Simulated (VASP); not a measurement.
A run of VASP 6.6.1 is set up as follows.

INCAR

```
SYSTEM = Pd
PREC = Accurate
ENCUT = 520
EDIFF = 1E-6
ISMEAR = -1
SIGMA = 0.05
LREAL = .False.
LASPH = .True.
NELM = 100
ALGO = Normal
ISIF = 2
LWAVE = .False.
LCHARG = .False.
NBANDS = 11
```

KPOINTS

```
regular mesh
0
Gamma
  18 18 18
  0 0 0
```

File POSCAR:

```
Pd
1.0
    0.0000000000      1.9513615093      1.9513615093
    1.9513615093      0.0000000000      1.9513615093
    1.9513615093      1.9513615093      0.0000000000
Pd
1
Direct
    0.0000000000      0.0000000000      0.0000000000
```

Potentials or basis: VASP PAW LDA potentials, release 64 (Pd).

Command:

```bash
$ cat potpaw_LDA.64/Pd/POTCAR > POTCAR
$ mpirun -np 1 vasp_std > vasp.out
```

Question: Estimate the band gap on the k mesh.

Answer: Zero (bands 5 and 6 overlap by 1.57 eV).

Question: Predict the pressure.

Answer: -9.5 GPa.

Caveat: the cell stands under tension.
